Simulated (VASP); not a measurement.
# Pt (Fm-3m) in VASP: a series of runs, part 2 of 2

VASP 6.6.1. The steps go on from the part before.

### Step 3. Single point, PBE, collinear spin, ferromagnetic start

INCAR reads:

```
ALGO     = Normal         # electronic algorithm
EDIFF    = 1E-6           # SCF threshold, eV
ENCUT    = 520            # plane-wave cutoff, eV
GGA      = PE             # functional
ISIF     = 2              # what is computed and relaxed
ISMEAR   = -1             # smearing method
ISPIN    = 2              # spin polarisation
LASPH    = True           # aspherical terms in the spheres
LCHARG   = False          # write CHGCAR
LMAXMIX  = 4              # l up to which the mixer works
LORBIT   = 11             # projections on sites
LREAL    = False          # projectors in reciprocal space
LWAVE    = False          # write WAVECAR
MAGMOM   = 1              # initial moments
NBANDS   = 15             # bands
NELM     = 150            # most SCF steps
PREC     = Accurate       # precision mode
SIGMA    = 0.1            # smearing width, eV
```

KPOINTS reads:

```
k-points
0
Gamma
  7 7 7
```

POSCAR reads:

```
Pt
1.0
    0.0000000000      1.9848339943      1.9848339943
    1.9848339943      0.0000000000      1.9848339943
    1.9848339943      1.9848339943      0.0000000000
Pt
1
Direct
    0.0000000000      0.0000000000      0.0000000000
```

Potentials or basis: VASP PAW PBE potentials, release 64 (Pt).

Command:

```
$ cat potpaw_PBE.64/Pt/POTCAR > POTCAR
$ mpirun -np 1 vasp_std > vasp.out
```

It took 14 s on 1 thread of Intel Xeon Platinum 8259CL at 2.50GHz (Skylake/Cascade Lake), shared host; peak memory 0.15 GiB.

It converged, with:

| Item | Value |
| --- | --- |
| Free energy | -6.1027 eV |
| Pressure | 1.2 GPa |
| Band gap on the k mesh | zero (filled and empty bands overlap) |
| Net moment | 0.00 μB per cell |
| Valence electrons inside the program's atomic spheres | Pt 9.21 |

Levels at points of the mesh, in eV from the Fermi level:
Spin up:
| k point | band 3 | band 4 | band 5 | band 6 | band 7 | band 8 |
| --- | --- | --- | --- | --- | --- | --- |
| (0.00, 0.00, 0.00) | -3.66 | -3.66 | -1.62 | -1.62 | 14.61 | 19.38 |
Spin down:
| k point | band 3 | band 4 | band 5 | band 6 | band 7 | band 8 |
| --- | --- | --- | --- | --- | --- | --- |
| (0.00, 0.00, 0.00) | -3.66 | -3.66 | -1.62 | -1.62 | 14.61 | 19.38 |

Caveat: the k points lie up to 0.39 Å⁻¹ apart; spin-orbit coupling is left out, which moves the levels of the heavy elements.

### Step 4. Single point, PBE

INCAR reads:

```
SYSTEM = Pt
  PREC = Accurate
  ENCUT = 520
  EDIFF = 1E-6
  ISMEAR = 1
  SIGMA = 0.2
  LREAL = .False.
  LASPH = .True.
  NELM = 60
  ALGO = Normal
  ISIF = 2
  LWAVE = .False.
  LCHARG = .False.
  GGA = PE
  NBANDS = 11
```

KPOINTS reads:

```
regular mesh
0
Gamma
  14 14 14
  0 0 0
```

POSCAR reads:

```
Pt
1.0
    0.0000000000      1.9857786488      1.9857786488
    1.9857786488      0.0000000000      1.9857786488
    1.9857786488      1.9857786488      0.0000000000
Pt
1
Direct
    0.0000000000      0.0000000000      0.0000000000
```

Command:

```
$ cat potpaw_PBE.64/Pt/POTCAR > POTCAR
$ mpirun -np 1 vasp_std > vasp.out
```

Wall time 6.3 s (1 thread of Intel Xeon 6975P-C, shared host); peak memory 0.15 GiB.

It converged, with:

| Quantity | Value |
| --- | --- |
| Free energy | -6.1050 eV |
| Pressure | -1.0 GPa |
| Band gap on the k mesh | zero (band 5 reaches 11.01 eV, above the bottom of band 6 at 8.91 eV) |

Levels at points of the mesh, in eV from the Fermi level:
| k point | band 1 | band 2 | band 3 | band 4 | band 5 | band 6 | band 7 | band 8 | band 9 | band 10 |
| --- | --- | --- | --- | --- | --- | --- | --- | --- | --- | --- |
| (0.00, 0.00, 0.00) | -9.78 | -3.54 | -3.54 | -3.54 | -1.52 | -1.52 | 14.76 | 19.52 | 19.52 | 19.52 |
| (0.50, 0.00, 0.00) | -6.92 | -3.60 | -3.60 | -0.30 | 0.05 | 0.05 | 5.58 | 14.32 | 18.74 | 18.74 |
| (0.50, 0.50, 0.00) | -6.65 | -6.21 | 0.02 | 0.47 | 0.47 | 1.88 | 8.50 | 11.30 | 11.30 | 19.71 |

Caveat: spin-orbit coupling is left out, which moves the levels of the heavy elements.

### Step 5. Single point, PBE

INCAR reads:

```
SYSTEM = Pt
PREC = Accurate
ENCUT = 520
EDIFF = 1E-6
ISMEAR = 1
SIGMA = 0.3
LREAL = .False.
LASPH = .True.
NELM = 80
ALGO = Normal
ISIF = 2
LWAVE = .False.
LCHARG = .False.
GGA = PE
NBANDS = 11
```

KPOINTS is that of step 4.

POSCAR is that of step 4.

Command:

```
$ cat potpaw_PBE.64/Pt/POTCAR > POTCAR
$ mpirun -np 1 vasp_std > vasp.out
```

Wall time 6.4 s (1 thread of Intel Xeon 6975P-C, shared host); peak memory 0.15 GiB.

The run converged. Its results:

```
Free energy            : -6.1071 eV
Pressure               : -0.8 GPa
Band gap on the k mesh : zero (band 5 reaches 11.01 eV, above the bottom of band 6 at 8.91 eV)
```

Levels at points of the mesh, in eV from the Fermi level:
```csv
k point,band 1,band 2,band 3,band 4,band 5,band 6,band 7,band 8,band 9,band 10
"(0.00, 0.00, 0.00)",-9.78,-3.55,-3.55,-3.55,-1.52,-1.52,14.75,19.51,19.51,19.51
"(0.50, 0.00, 0.00)",-6.92,-3.61,-3.61,-0.30,0.04,0.04,5.57,14.31,18.73,18.73
"(0.50, 0.50, 0.00)",-6.65,-6.22,0.01,0.47,0.47,1.87,8.49,11.29,11.29,19.70
```

Caveat: spin-orbit coupling is left out, which moves the levels of the heavy elements.

### Step 6. Single point, PBE

INCAR reads:

```
SYSTEM = Pt
PREC = Accurate ; ENCUT = 520
EDIFF = 1E-7 ; ISMEAR = 1
SIGMA = 0.6 ; LREAL = .FALSE.
LASPH = .TRUE. ; NELM = 60
ALGO = Normal ; ISIF = 2
LWAVE = .FALSE. ; LCHARG = .FALSE.
GGA = PE ; NBANDS = 11
```

KPOINTS reads:

```
regular mesh
0
G
  14 14 14
  0 0 0
```

POSCAR is that of step 5.

Potentials or basis: VASP PAW PBE potentials, release 64 (Pt).

Command:

```
$ cat potpaw_PBE.64/Pt/POTCAR > POTCAR
$ mpirun -np 1 vasp_std > vasp.out
```

OUTCAR:

```text
SYSTEM = Pt
   PREC = Accurate
   ENCUT = 520
   EDIFF = 1E-7
   ISMEAR = 1
   LREAL = .FALSE.
   LASPH = .TRUE.
   NELM = 60
   ISIF = 2
   GGA = PE

 ion  position               nearest neighbor table
   1  0.000  0.000  0.000-

  LATTYP: Found a face centered cubic cell.
 ALAT       =     3.9715572976

  Lattice vectors:

 A1 = (   0.0000000000,   1.9857786488,   1.9857786488)
 A2 = (   1.9857786488,   0.0000000000,   1.9857786488)
 A3 = (   1.9857786488,   1.9857786488,   0.0000000000)

Analysis of symmetry for initial positions (statically):
=====================================================================
 Subroutine PRICEL returns:
 Original cell was already a primitive cell.

 Routine SETGRP: Setting up the symmetry group for a
 face centered cubic supercell.

 Subroutine GETGRP returns: Found 48 space group operations
 (whereof 48 operations were pure point group operations)
 out of a pool of 48 trial point group operations.

The static configuration has the point symmetry O_h .

Analysis of symmetry for dynamics (positions and initial velocities):
=====================================================================
 Subroutine PRICEL returns:
[... 159 lines left out ...]
 cond. band min:      10.5867975685   @ k =   0.5000   0.0000   0.0000
 fundamental gap:      0.0353256863
 Fermi energy:        10.5668349583

 k-point     1 :       0.0000    0.0000    0.0000
  band No.  band energies     occupation
      1       0.7554      2.00000
      2       6.9937      2.00000
      3       6.9937      2.00000
      4       6.9937      2.00000
      5       9.0171      2.00159
      6       9.0171      2.00159
      7      25.2926      0.00000
      8      30.0440      0.00000
      9      30.0440      0.00000
     10      30.0440      0.00000
     11      35.2506      0.00000
[... 309 lines left out ...]
 k-point    24 :       0.2857    0.1429    0.0000
  band No.  band energies     occupation
      1       3.2140      2.00000
      2       5.9913      2.00000
      3       7.3239      2.00000
      4       7.8675      2.00000
      5       8.9295      2.00078
      6       9.7421      2.06532
      7      24.5307      0.00000
      8      27.7547      0.00000
      9      29.0764      0.00000
     10      30.5471      0.00000
     11      34.2556      0.00000

 [... further k-points ...]
[... 5 lines left out ...]
  --------------------------------------------------------------------------------------
  -------------------------------------------------------------------------------------
  Total       -0.0543985     -0.0543985     -0.0543985      0.0000000     -0.0000000      0.0000000
  in kB       -5.5651304     -5.5651304     -5.5651304      0.0000000     -0.0000000      0.0000000
  external PRESSURE =      -5.5651304 kB  Pullay stress =       0.0000000 kB

 VOLUME and BASIS-vectors are now :
 -----------------------------------------------------------------------------
  energy-cutoff  :      520.00
  volume of cell :       15.66
      direct lattice vectors                 reciprocal lattice vectors
     0.000000000  1.985778649  1.985778649    -0.251790400  0.251790400  0.251790400
     1.985778649  0.000000000  1.985778649     0.251790400 -0.251790400  0.251790400
     1.985778649  1.985778649  0.000000000     0.251790400  0.251790400 -0.251790400

 POSITION                                       TOTAL-FORCE (eV/Angst)
 -----------------------------------------------------------------------------------
      0.00000      0.00000      0.00000         0.000000      0.000000      0.000000
 -----------------------------------------------------------------------------------
    total drift:                               -0.000000      0.000000     -0.000000

  FREE ENERGIE OF THE ION-ELECTRON SYSTEM (eV)
  ---------------------------------------------------
  free  energy   TOTEN  =        -6.1216650479 eV

  energy  without entropy=       -6.0854119149  energy(sigma->0) =       -6.10958067
```

Wall time 6.4 s (1 thread of Intel Xeon 6975P-C, shared host); peak memory 0.15 GiB.

Results:

```
Free energy            : -6.1217 eV
Pressure               : -0.6 GPa
Band gap on the k mesh : zero (band 5 reaches 11.01 eV, above the bottom of band 6 at 8.92 eV)
```

Caveat: spin-orbit coupling is left out, which moves the levels of the heavy elements.

### Step 7. Summary

```tsv
spin	cell	k mesh	smearing	gap on the mesh (eV)	pressure (GPa)	moment (μB)
non-collinear, typed start, SOC	a = 2.807 Å, angles 60.0°, 1 atom	14 × 14 × 14	fermi-dirac 0.05 eV	-	0.3	0.00
collinear, ferromagnetic start	a = 2.807 Å, angles 60.0°, 1 atom	7 × 7 × 7	fermi-dirac 0.1 eV	none	1.2	0.00
off	a = 2.808 Å, angles 60.0°, 1 atom	14 × 14 × 14	methfessel-paxton 0.2 eV	none	-1.0	-
off	a = 2.808 Å, angles 60.0°, 1 atom	14 × 14 × 14	methfessel-paxton 0.3 eV	none	-0.8	-
off	a = 2.808 Å, angles 60.0°, 1 atom	14 × 14 × 14	methfessel-paxton 0.6 eV	none	-0.6	-
```

Alike in all rows: task single point; level PBE; potentials or basis VASP PAW PBE potentials, release 64 (Pt); cutoff (eV) 520.

Caveats: some runs use coarse meshes; spin-orbit coupling is left out, which moves the levels of the heavy elements (some runs).

Total energies depend on the potentials used, so only differences within one code and one set of settings carry meaning.
